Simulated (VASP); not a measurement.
# Br (Cmce) in VASP: relaxation of shape and atoms at fixed volume with r2SCAN

Aim: the relaxation of shape and atoms at fixed volume of Br with r2SCAN.

Program: VASP 6.6.1. These are calculated values, not measurements. Logs are shortened: lines on timing, memory, paths and dates and some standing lists are left out, and cuts for length are marked.

## (1) The cell of the first run

It takes space group Cmce (No. 64, orthorhombic). Conventional cell: a = 7.791 Å, b = 4.109 Å, c = 8.583 Å, α = 90.00°, β = 90.00°, γ = 90.00°. Within 3.1 Å of Br (site symmetry m) lie 3 Br at 2.27 to 3.09 Å.

## (2) Relaxation of shape and atoms at fixed volume, r2SCAN (34.35 Å³/atom)

Input file POSCAR:

```
Br
1.0
    3.8957008222     -2.0542536354      0.0000000000
    3.8957008222      2.0542536354      0.0000000000
    0.0000000000      0.0000000000      8.5833214204
Br
4
Direct
    0.8645971324      0.1354028676      0.1154287566
    0.1354028676      0.8645971324      0.8845712434
    0.3645971324      0.6354028676      0.3845712434
    0.6354028676      0.3645971324      0.6154287566
```

Input file INCAR.step1:

```
PREC = Accurate ; ENCUT = 600
ISMEAR = 0 ; SIGMA = 0.05
LREAL = F ; LASPH = T
NELM = 80 ; GGA = PE
ALGO = Normal ; EDIFF = 1E-4
LWAVE = T ; LCHARG = F
```

Input file INCAR.step2:

```
PREC = Accurate ; ENCUT = 600
EDIFF = 1E-6 ; ISMEAR = 0
SIGMA = 0.05 ; LREAL = F
LASPH = T ; NELM = 80
ALGO = Normal ; ISIF = 4
LWAVE = F ; LCHARG = F
METAGGA = R2SCAN ; LMIXTAU = T
IBRION = 2 ; NSW = 60
EDIFFG = -0.04 ; ISTART = 1
```

Input file KPOINTS:

```
regular mesh
0
Gamma
  6 6 4
```

Potentials or basis: VASP PAW PBE potentials, release 64 (Br).

On the command line:

```sh
> cat potpaw_PBE.64/Br/POTCAR > POTCAR
> cp INCAR.step1 INCAR
> mpirun -np 1 vasp_std > vasp.out
> cp INCAR.step2 INCAR
> mpirun -np 1 vasp_std > vasp.out
```

OUTCAR:

```text
PREC = Accurate
   ENCUT = 600
   EDIFF = 1E-6
   ISMEAR = 0
   LREAL = F
   LASPH = T
   NELM = 80
   ISIF = 4
   METAGGA = R2SCAN
   IBRION = 2
   NSW = 60
   EDIFFG = -0.04
   ISTART = 1

 ion  position               nearest neighbor table
   1  0.865  0.135  0.115-   2 2.27
   2  0.135  0.865  0.885-   1 2.27
   3  0.365  0.635  0.385-   4 2.27
   4  0.635  0.365  0.615-   3 2.27

  LATTYP: Found a base centered orthorhombic cell.
 ALAT       =     4.1085072708
 B/A-ratio  =     1.8964069261
 C/A-ratio  =     2.0891581430

  Lattice vectors:

 A1 = (  -3.8957008222,  -2.0542536354,   0.0000000000)
 A2 = (   3.8957008222,  -2.0542536354,   0.0000000000)
 A3 = (   0.0000000000,   0.0000000000,   8.5833214204)

Analysis of symmetry for initial positions (statically):
=====================================================================
 Subroutine PRICEL returns:
 Original cell was already a primitive cell.

 Routine SETGRP: Setting up the symmetry group for a
 base centered orthorhombic supercell.

 Subroutine GETGRP returns: Found  8 space group operations
 (whereof  4 operations were pure point group operations)
 out of a pool of  8 trial point group operations.

The static configuration has the point symmetry C_2h.
 The point group associated with its full space group is D_2h.

Analysis of symmetry for dynamics (positions and initial velocities):
=====================================================================
 Subroutine PRICEL returns:
 Original cell was already a primitive cell.

 Routine SETGRP: Setting up the symmetry group for a
 base centered orthorhombic supercell.

 Subroutine GETGRP returns: Found  8 space group operations
 (whereof  4 operations were pure point group operations)
 out of a pool of  8 trial point group operations.

The dynamic configuration has the point symmetry C_2h.
 The point group associated with its full space group is D_2h.

 Subroutine INISYM returns: Found  8 space group operations
 (whereof  4 operations are pure point group operations),
 and found     1 'primitive' translations

----------------------------------------------------------------------------------------

                                     Primitive cell

  volume of cell :     137.3805
[... 113 lines left out ...]
     AMIX_MAG =   1.60;   BMIX_MAG =  1.00
  volume/ion in A,a.u.               =      34.35       231.77
  Fermi-wavevector in a.u.,A,eV,Ry     =   0.963428  1.820615 12.628834  0.928193
  Thomas-Fermi vector in A             =   2.092972
   LORBIT       =      0    0 simple, 1 ext, 2 COOP (PROOUT), +10 PAW based schemes
   METAGGA = R2SCAN    functional components
   LHFCALC =     F    Hartree Fock is set to
   AEXX    =    0.0000 exact exchange contribution
   IVDW    =     0    specifies the selected vdW correction
   LEPSILON=     F    determine dielectric tensor
   LRPA    =     F    only Hartree local field effects (RPA)
 conjugate gradient relaxation of ions
 non-spin polarized calculation
 Gauss-broadening in eV      SIGMA  =   0.05
  energy-cutoff  :      600.00
  volume of cell :      137.38
 maximum number of plane-waves:      4612
   NGX = 17   NGY = 17   NGZ = 35

--------------------------------------- Ionic step        1  -------------------------------------------

 number of electron      28.0000003 magnetization

 Free energy of the ion-electron system (eV)
  ---------------------------------------------------
  ext. energy  EPLUGINS =         0.00000000
  ---------------------------------------------------
  free energy    TOTEN  =       -52.89475133 eV

  energy without entropy =      -52.89475133  energy(sigma->0) =      -52.89475133

------------------------ aborting loop because EDIFF is reached ----------------------------------------

  FORCE on cell =-STRESS in cart. coord.  units (eV):
  Direction    XX          YY          ZZ          XY          YZ          ZX
  --------------------------------------------------------------------------------------
  -------------------------------------------------------------------------------------
  Total       -0.5019924      2.1147603      5.2832592      0.0000000      0.0000000      0.0000000
  in kB       -5.8544039     24.6630453     61.6151434      0.0000000      0.0000000      0.0000000
  external PRESSURE =      26.8079283 kB  Pullay stress =       0.0000000 kB
[... 95 lines left out ...]
  FREE ENERGIE OF THE ION-ELECTRON SYSTEM (eV)
  ---------------------------------------------------
  free  energy   TOTEN  =       -53.0069049326 eV

  energy  without entropy=      -53.0069049326  energy(sigma->0) =      -53.00690493

[... ionic steps 4 to 7 ...]

--------------------------------------- Ionic step        8  -------------------------------------------

 number of electron      27.9999999 magnetization

------------------------ aborting loop because EDIFF is reached ----------------------------------------
[... 71 lines left out ...]
--------------------------------------- Ionic step       10  -------------------------------------------

 number of electron      28.0000000 magnetization

 Free energy of the ion-electron system (eV)
  ---------------------------------------------------
  ext. energy  EPLUGINS =         0.00000000
  ---------------------------------------------------
  free energy    TOTEN  =       -53.02709141 eV

  energy without entropy =      -53.02709141  energy(sigma->0) =      -53.02709141

 E-fermi :  -0.5036     XC(G=0):  -8.2132

 val. band max:       -0.7078758969   @ k =   0.0000   0.0000   0.0000
 cond. band min:       0.9286460816   @ k =   0.0000   0.0000   0.0000
 fundamental gap:      1.6365219785
 Fermi energy:        -0.5036481635

 k-point     1 :       0.0000    0.0000    0.0000
  band No.  band energies     occupation
      1     -17.1485      2.00000
      2     -16.6602      2.00000
      3     -14.6338      2.00000
      4     -13.6474      2.00000
      5      -5.9356      2.00000
      6      -4.4878      2.00000
[... 481 lines left out ...]
      5      -5.6818      2.00000
      6      -5.0038      2.00000
[... 10 lines left out ...]
     17       7.7387      0.00000
     18       8.1376      0.00000

 [... further k-points ...]

------------------------ aborting loop because EDIFF is reached ----------------------------------------

  FORCE on cell =-STRESS in cart. coord.  units (eV):
  Direction    XX          YY          ZZ          XY          YZ          ZX
  --------------------------------------------------------------------------------------
  -------------------------------------------------------------------------------------
  Total       -0.2524729     -0.1680556     -0.1741837      0.0000000      0.0000000      0.0000000
  in kB       -2.9444241     -1.9599203     -2.0313894      0.0000000      0.0000000      0.0000000
  external PRESSURE =      -2.3119113 kB  Pullay stress =       0.0000000 kB
[... 19 lines left out ...]
  FREE ENERGIE OF THE ION-ELECTRON SYSTEM (eV)
  ---------------------------------------------------
  free  energy   TOTEN  =       -53.0270914150 eV

  energy  without entropy=      -53.0270914150  energy(sigma->0) =      -53.02709141

 reached required accuracy - stopping structural energy minimisation
```

Run time: 36 min. Hardware: 1 thread of Intel Xeon 8259CL, shared host; peak memory 0.38 GiB.

Results:

- Free energy: -53.0271 eV
- Energy gained by relaxing: 33.1 meV/atom
- Ionic steps: 10
- Pressure after relaxing: -0.2 GPa
- Largest force after relaxing: 0.009 eV/Å
- Band gap on the k mesh: 1.64 eV

Forces on the atoms (eV/Å):
```
Br   0.000  0.008  0.005
Br   0.000 -0.008 -0.005
Br   0.000  0.008 -0.005
Br   0.000 -0.008  0.005
```

Step by step:
```csv
step,energy change (eV),largest force (eV/Å),pressure (GPa),volume (Å³)
1,0.0000,0.9831,2.68,137.38
2,-0.0775,0.5600,-1.23,137.38
3,-0.1122,0.1356,0.04,137.38
4,-0.1179,0.1097,-0.05,137.38
5,-0.1275,0.0562,-0.27,137.38
6,-0.1283,0.0528,-0.34,137.38
7,-0.1294,0.0738,-0.09,137.38
8,-0.1294,0.0610,-0.12,137.38
9,-0.1306,0.0471,-0.15,137.38
10,-0.1323,0.0094,-0.23,137.38
```

Final structure:
```yaml
crystal:
  lattice:
    - [3.66563, -2.12242, 0.00000]
    - [3.66563, 2.12242, 0.00000]
    - [0.00000, 0.00000, 8.82904]
  atoms:
    - { symbol: Br, position: [0.86317, 0.13683, 0.11568] }
    - { symbol: Br, position: [0.13683, 0.86317, 0.88432] }
    - { symbol: Br, position: [0.36317, 0.63683, 0.38432] }
    - { symbol: Br, position: [0.63683, 0.36317, 0.61568] }
```

Levels at points of the mesh, in eV from the valence-band top:
```csv
k point,band 10,band 11,band 12,band 13,band 14,band 15,band 16,band 17,band 18
"(0.00, 0.00, 0.00)",-1.75,-1.21,-0.45,-0.43,0.00,1.64,2.70,6.29,7.02
"(0.50, 0.00, 0.00)",-2.22,-1.20,-1.20,-0.56,-0.56,2.64,2.64,7.44,7.44
"(0.50, 0.50, 0.00)",-2.09,-1.66,-1.33,-0.52,-0.23,1.67,2.55,7.68,8.19
"(0.00, 0.00, 0.50)",-1.88,-1.01,-1.01,-0.19,-0.19,2.08,2.08,6.86,6.86
"(0.50, 0.00, 0.50)",-2.29,-0.72,-0.72,-0.14,-0.14,2.13,2.13,7.76,7.76
"(0.50, 0.50, 0.50)",-2.08,-1.09,-1.09,-0.85,-0.85,2.04,2.04,8.55,8.55
```

Caveat: the PAW data sets were made with another functional, which shifts forces and pressure a little.
